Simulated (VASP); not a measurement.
# LiBr (Fm-3m) in VASP: notebook

LiBr is run at these levels: PBEsol; tasks: single point, relaxation of cell and atoms.

All numbers are computed with VASP 6.6.1; they aren't measurements. Logs are shortened: lines on timing, memory, paths and dates and some standing lists are left out, and cuts for length are marked.

## (1) The cell of the first run

The structure is cubic, space group Fm-3m (No. 225). The conventional cell has a = 5.412 Å, b = 5.412 Å, c = 5.412 Å, α = 90.00°, β = 90.00°, γ = 90.00°. Within 3.6 Å of Li (site symmetry m-3m) lie 6 Br at 2.71 Å. Within 3.6 Å of Br (site symmetry m-3m) lie 6 Li at 2.71 Å.

## (2) Single point, PBEsol

INCAR

```
SYSTEM = LiBr
PREC = Accurate
ENCUT = 750
EDIFF = 1E-6
ISMEAR = -1
SIGMA = 0.1
LREAL = .False.
LASPH = .True.
NELM = 120
ALGO = Normal
ISIF = 2
LWAVE = .False.
LCHARG = .False.
GGA = PS
NBANDS = 12
GGA_COMPAT = .False.
```

KPOINTS

```
regular mesh
0
Gamma
  10 10 10
  0 0 0
```

POSCAR

```
LiBr
1.0
    0.0000000000      2.7061299758      2.7061299758
    2.7061299758      0.0000000000      2.7061299758
    2.7061299758      2.7061299758      0.0000000000
Li Br
1 1
Direct
    0.0000000000      0.0000000000      0.0000000000
    0.5000000000      0.5000000000      0.5000000000
```

Potentials or basis: VASP PAW PBE potentials, release 64 (Li_sv, Br).

Command:

```
cat potpaw_PBE.64/Li_sv/POTCAR potpaw_PBE.64/Br/POTCAR > POTCAR
mpirun -np 1 vasp_std > vasp.out
```

OUTCAR:

```text
SYSTEM = LiBr
   PREC = Accurate
   ENCUT = 750
   EDIFF = 1E-6
   ISMEAR = -1
   LREAL = .False.
   LASPH = .True.
   NELM = 120
   ISIF = 2
   GGA = PS

 ion  position               nearest neighbor table
   1  0.000  0.000  0.000-
   2  0.500  0.500  0.500-

  LATTYP: Found a face centered cubic cell.
 ALAT       =     5.4122599516

  Lattice vectors:

 A1 = (   0.0000000000,   2.7061299758,   2.7061299758)
 A2 = (   2.7061299758,   0.0000000000,   2.7061299758)
 A3 = (   2.7061299758,   2.7061299758,   0.0000000000)

Analysis of symmetry for initial positions (statically):
=====================================================================
 Subroutine PRICEL returns:
 Original cell was already a primitive cell.

 Routine SETGRP: Setting up the symmetry group for a
 face centered cubic supercell.

 Subroutine GETGRP returns: Found 48 space group operations
 (whereof 48 operations were pure point group operations)
 out of a pool of 48 trial point group operations.

The static configuration has the point symmetry O_h .

Analysis of symmetry for dynamics (positions and initial velocities):
=====================================================================
 Subroutine PRICEL returns:
 Original cell was already a primitive cell.

 Routine SETGRP: Setting up the symmetry group for a
 face centered cubic supercell.

 Subroutine GETGRP returns: Found 48 space group operations
 (whereof 48 operations were pure point group operations)
 out of a pool of 48 trial point group operations.

The dynamic configuration has the point symmetry O_h .

 Subroutine INISYM returns: Found 48 space group operations
 (whereof 48 operations are pure point group operations),
 and found     1 'primitive' translations

----------------------------------------------------------------------------------------

                                     Primitive cell

  volume of cell :      39.6347

  direct lattice vectors                    reciprocal lattice vectors
     0.000000000  2.706129976  2.706129976    -0.184765700  0.184765700  0.184765700
     2.706129976  0.000000000  2.706129976     0.184765700 -0.184765700  0.184765700
     2.706129976  2.706129976  0.000000000     0.184765700  0.184765700 -0.184765700

  length of vectors
     3.827045713  3.827045713  3.827045713     0.320023580  0.320023580  0.320023580

  position of ions in fractional coordinates (direct lattice)
     0.000000000  0.000000000  0.000000000
     0.500000000  0.500000000  0.500000000

  ion indices of the primitive-cell ions
   primitive index   ion index
                 1           1
                 2           2

----------------------------------------------------------------------------------------

 KPOINTS: regular mesh

Automatic generation of k-mesh.
 Grid dimensions read from file:
 generate k-points for:   10   10   10

 Generating k-lattice:

  Cartesian coordinates                     Fractional coordinates (reciprocal lattice)
    -0.018476570  0.018476570  0.018476570     0.100000000  0.000000000  0.000000000
     0.018476570 -0.018476570  0.018476570     0.000000000  0.100000000  0.000000000
     0.018476570  0.018476570 -0.018476570     0.000000000  0.000000000  0.100000000

  Length of vectors
     0.032002358  0.032002358  0.032002358

  Shift w.r.t. Gamma in fractional coordinates (k-lattice)
     0.000000000  0.000000000  0.000000000

 Subroutine IBZKPT returns following result:
 ===========================================

 Found     47 irreducible k-points:

 Following reciprocal coordinates:
            Coordinates               Weight
  0.000000  0.000000  0.000000      1.000000
  0.100000  0.000000  0.000000      8.000000
  0.200000  0.000000  0.000000      8.000000
  0.300000  0.000000  0.000000      8.000000
  0.400000  0.000000  0.000000      8.000000
  0.500000  0.000000  0.000000      4.000000
[... 16 lines left out ...]
  0.300000  0.300000  0.000000      6.000000
  0.400000  0.300000  0.000000     24.000000
 [... further k-points ...]
   k-points           NKPTS =     47   k-points in BZ     NKDIM =     47   number of bands    NBANDS=     12
   number of dos      NEDOS =    301   number of ions     NIONS =      2
   total plane-waves  NPLWV =  46656
   dimension x,y,z NGX =    36 NGY =   36 NGZ =   36
   dimension x,y,z NGXF=    72 NGYF=   72 NGZF=   72
   ions per type =               1   1
   NGX,Y,Z   is equivalent  to a cutoff of  15.64, 15.64, 15.64 a.u.
   NGXF,Y,Z  is equivalent  to a cutoff of  31.28, 31.28, 31.28 a.u.
 SYSTEM =  LiBr
   PREC   = accura    normal or accurate (medium, high low for compatibility)
   ISTART =      0    job   : 0-new  1-cont  2-samecut
   ICHARG =      2    charge: 1-file 2-atom 10-const
   ISPIN  =      1    spin polarized calculation?
   LNONCOLLINEAR =      F non collinear calculations
   LSORBIT =      F    spin-orbit coupling
   LASPH  =      T    aspherical Exc in radial PAW
   ENCUT  =  750.0 eV  55.12 Ry    7.42 a.u.   8.55  8.55  8.55*2*pi/ulx,y,z
   NELM   =    120;   NELMIN=  2; NELMDL= -5     # of ELM steps
   EDIFF  = 0.1E-05   stopping-criterion for ELM
   LREAL  =      F    real-space projection
   EDIFFG = 0.1E-04   stopping-criterion for IOM
   NSW    =      0    number of steps for IOM
   IBRION =     -1    ionic relax: 0-MD 1-quasi-New 2-CG
   NFREE  =      0    steps in history (QN), initial steepest desc. (CG)
   ISIF   =      2    stress and relaxation
   ISYM   =      2    0-nonsym 1-usesym 2-fastsym
   POTIM  = 0.5000    time-step for ionic-motion
   TEBEG  =    0.0;   TEEND  =   0.0 temperature during run
   PSTRESS=    0.0 pullay stress
   NELECT =      10.0000    total number of electrons
   NUPDOWN=      -1.0000    fix difference up-down
   EMIN   =  10.00;   EMAX   =-10.00  energy-range for DOS
   EFERMI =   0.00;   METHOD = LEGACY
   ISMEAR =    -1;   SIGMA  =   0.10  broadening in eV -4-tet -1-fermi 0-gaus
   EFERMI_NEDOS =   21; number of points for ismear=-14 and -15
   IALGO  =     38    algorithm
   IMIX   =      4    mixing-type and parameters
     AMIX     =   0.40;   BMIX     =  1.00
     AMIX_MAG =   1.60;   BMIX_MAG =  1.00
  volume/ion in A,a.u.               =      19.82       133.73
  Fermi-wavevector in a.u.,A,eV,Ry     =   1.034466  1.954857 14.559862  1.070120
  Thomas-Fermi vector in A             =   2.168762
   LORBIT       =      0    0 simple, 1 ext, 2 COOP (PROOUT), +10 PAW based schemes
   GGA     = PS    functional components
   LHFCALC =     F    Hartree Fock is set to
   AEXX    =    0.0000 exact exchange contribution
   IVDW    =     0    specifies the selected vdW correction
   LEPSILON=     F    determine dielectric tensor
   LRPA    =     F    only Hartree local field effects (RPA)
 non-spin polarized calculation
  energy-cutoff  :      750.00
  volume of cell :       39.63
 maximum number of plane-waves:      1868
 NGX is ok and might be reduce to    36
   NGX = 17   NGY = 17   NGZ = 17

 number of electron      10.0000001 magnetization

 Free energy of the ion-electron system (eV)
  ---------------------------------------------------
  ext. energy  EPLUGINS =         0.00000000
  ---------------------------------------------------
  free energy    TOTEN  =        -6.93527501 eV

  energy without entropy =       -6.93527501  energy(sigma->0) =       -6.93527501

 E-fermi :   2.8683     XC(G=0):  -8.7907

 val. band max:        0.5900639698   @ k =  -0.1000   0.1000   0.0000
 cond. band min:       5.5697115795   @ k =   0.0000   0.0000   0.0000
 fundamental gap:      4.9796476097
 Fermi energy:         2.8682720350

 k-point     1 :       0.0000    0.0000    0.0000
  band No.  band energies     occupation
      1     -43.0180      2.00000
      2     -13.0465      2.00000
      3       0.5856      2.00000
      4       0.5856      2.00000
      5       0.5856      2.00000
      6       5.5697      0.00000
      7      11.0090      0.00000
      8      11.0090      0.00000
      9      11.0090      0.00000
     10      12.9634      0.00000
     11      12.9634      0.00000
     12      12.9634      0.00000

 k-point     2 :       0.1000    0.0000    0.0000
  band No.  band energies     occupation
      1     -43.0178      2.00000
      2     -13.0000      2.00000
      3       0.1510      2.00000
      4       0.5546      2.00000
      5       0.5546      2.00000
      6       5.9519      0.00000
      7      10.4374      0.00000
      8      10.9983      0.00000
      9      10.9983      0.00000
     10      12.0820      0.00000
     11      12.0820      0.00000
     12      13.2333      0.00000

 k-point     3 :       0.2000    0.0000    0.0000
  band No.  band energies     occupation
      1     -43.0175      2.00000
      2     -12.8739      2.00000
      3      -0.7671      2.00000
      4       0.4769      2.00000
      5       0.4769      2.00000
      6       6.4831      0.00000
      7      10.1204      0.00000
      8      10.2097      0.00000
      9      10.2097      0.00000
     10      12.4233      0.00000
     11      12.4233      0.00000
     12      13.5265      0.00000
[... 286 lines left out ...]
 k-point    23 :       0.3000    0.3000    0.0000
  band No.  band energies     occupation
      1     -43.0167      2.00000
      2     -12.5795      2.00000
      3      -1.6099      2.00000
      4      -0.2855      2.00000
      5      -0.2855      2.00000
      6       7.6024      0.00000
      7       8.2006      0.00000
      8       9.6565      0.00000
      9      12.0736      0.00000
     10      12.0736      0.00000
     11      15.2938      0.00000
     12      17.1963      0.00000

 k-point    24 :       0.4000    0.3000    0.0000
  band No.  band energies     occupation
      1     -43.0164      2.00000
      2     -12.4583      2.00000
      3      -2.0136      2.00000
      4      -0.5500      2.00000
      5      -0.3999      2.00000
      6       7.3618      0.00000
      7       8.1444      0.00000
      8      10.2349      0.00000
      9      11.8771      0.00000
     10      12.7977      0.00000
     11      16.3605      0.00000
     12      17.9929      0.00000

 [... further k-points ...]

------------------------ aborting loop because EDIFF is reached ----------------------------------------

  FORCE on cell =-STRESS in cart. coord.  units (eV):
  Direction    XX          YY          ZZ          XY          YZ          ZX
  --------------------------------------------------------------------------------------
  -------------------------------------------------------------------------------------
  Total       -0.0103863     -0.0103863     -0.0103863      0.0000000      0.0000000      0.0000000
  in kB       -0.4198532     -0.4198532     -0.4198532      0.0000000      0.0000000      0.0000000
  external PRESSURE =      -0.4198532 kB  Pullay stress =       0.0000000 kB

 VOLUME and BASIS-vectors are now :
 -----------------------------------------------------------------------------
  energy-cutoff  :      750.00
  volume of cell :       39.63
      direct lattice vectors                 reciprocal lattice vectors
     0.000000000  2.706129976  2.706129976    -0.184765700  0.184765700  0.184765700
     2.706129976  0.000000000  2.706129976     0.184765700 -0.184765700  0.184765700
     2.706129976  2.706129976  0.000000000     0.184765700  0.184765700 -0.184765700

 POSITION                                       TOTAL-FORCE (eV/Angst)
 -----------------------------------------------------------------------------------
      0.00000      0.00000      0.00000         0.000000     -0.000000      0.000000
      2.70613      2.70613      2.70613        -0.000000      0.000000     -0.000000
 -----------------------------------------------------------------------------------
    total drift:                                0.000000      0.000000      0.000000

  FREE ENERGIE OF THE ION-ELECTRON SYSTEM (eV)
  ---------------------------------------------------
  free  energy   TOTEN  =        -6.9352750110 eV

  energy  without entropy=       -6.9352750110  energy(sigma->0) =       -6.93527501
```

Run time: 33 s. Hardware: 1 thread of Intel Xeon Platinum 8259CL at 2.50GHz (Skylake/Cascade Lake), shared host; peak memory 0.21 GiB.

What came out:

| Quantity | Value |
| --- | --- |
| Free energy | -6.9353 eV |
| Pressure | 0.0 GPa |
| Band gap on the k mesh | 4.98 eV |

Levels at points of the mesh, in eV from the valence-band top:
| k point | band 1 | band 2 | band 3 | band 4 | band 5 | band 6 | band 7 | band 8 | band 9 | band 10 |
| --- | --- | --- | --- | --- | --- | --- | --- | --- | --- | --- |
| (0.00, 0.00, 0.00) | -43.61 | -13.64 | 0.00 | 0.00 | 0.00 | 4.98 | 10.42 | 10.42 | 10.42 | 12.37 |
| (0.50, 0.00, 0.00) | -43.61 | -13.10 | -3.15 | -0.29 | -0.29 | 5.48 | 8.03 | 8.03 | 12.15 | 14.06 |
| (0.50, 0.50, 0.00) | -43.61 | -12.87 | -3.17 | -1.26 | -1.26 | 6.22 | 6.85 | 11.89 | 12.67 | 12.67 |

Caveat: the PAW data sets were made with another functional, which shifts forces and pressure a little.

## (3) Relaxation of cell and atoms, PBEsol

This run uses another cell than the first one, of 20.81 Å³/atom.

INCAR

```
SYSTEM = LiBr
  PREC = Accurate
  ENCUT = 750
  EDIFF = 1E-7
  ISMEAR = -1
  SIGMA = 0.1
  LREAL = .False.
  LASPH = .True.
  NELM = 120
  ALGO = Normal
  ISIF = 3
  LWAVE = .False.
  LCHARG = .False.
  GGA = PS
  IBRION = 2
  NSW = 100
  EDIFFG = -0.002
  GGA_COMPAT = .False.
  NELMIN = 4
```

KPOINTS

```
Automatic mesh
0
Gamma
  10 10 10
  0 0 0
```

POSCAR

```
LiBr
1.0
    0.0000000000      2.7506500000      2.7506500000
    2.7506500000      0.0000000000      2.7506500000
    2.7506500000      2.7506500000      0.0000000000
Li Br
1 1
Direct
    0.0000000000      0.0000000000      0.0000000000
    0.5000000000      0.5000000000      0.5000000000
```

Potentials or basis: VASP PAW PBE potentials, release 64 (Li_sv, Br).

Command:

```
cat potpaw_PBE.64/Li_sv/POTCAR potpaw_PBE.64/Br/POTCAR > POTCAR
mpirun -np 1 vasp_std > vasp.out
```

Wall time 76 s (1 thread of Intel Xeon Platinum 8259CL at 2.50GHz (Skylake/Cascade Lake), shared host); peak memory 0.22 GiB.

Results (log left out):

| Property | Result |
| --- | --- |
| Free energy | -6.9357 eV |
| Relaxed volume | 19.79 Å³/atom |
| Relaxed cell | a = 3.825 Å, b = 3.825 Å, c = 3.825 Å, α = 60.00°, β = 60.00°, γ = 60.00° |
| Space group after relaxing (to 0.1 Å) | Fm-3m (No. 225) |
| Energy gained by relaxing | 4.4 meV/atom |
| Ionic steps | 4 |
| Pressure after relaxing | 0.0 GPa |
| Band gap on the k mesh | 4.99 eV |

Step by step:
```tsv
step	energy change (eV)	largest force (eV/Å)	pressure (GPa)	volume (Å³)
1	0.0000	0.0000	-1.31	41.62
2	-0.0065	0.0000	-0.70	40.60
3	-0.0088	0.0000	-0.04	39.63
4	-0.0088	0.0000	0.00	39.58
```

Final structure:
```
Li Br
1.0
     0.00000    2.70484    2.70484
     2.70484    0.00000    2.70484
     2.70484    2.70484    0.00000
Li Br
1 1
Cartesian
  2.7048 2.7048 0.0000
  2.7048 2.7048 2.7048
```

Levels at points of the mesh, in eV from the valence-band top:
```
           k point  band 2  band 3  band 4  band 5  band 6  band 7  band 8  band 9
(0.00, 0.00, 0.00)  -13.64    0.00    0.00    0.00    4.99   10.42   10.42   10.42
(0.50, 0.00, 0.00)  -13.10   -3.15   -0.30   -0.30    5.48    8.03    8.03   12.16
(0.50, 0.50, 0.00)  -12.88   -3.18   -1.26   -1.26    6.22    6.85   11.90   12.68
```

Caveat: the PAW data sets were made with another functional, which shifts forces and pressure a little. A k mesh can miss the band edges.
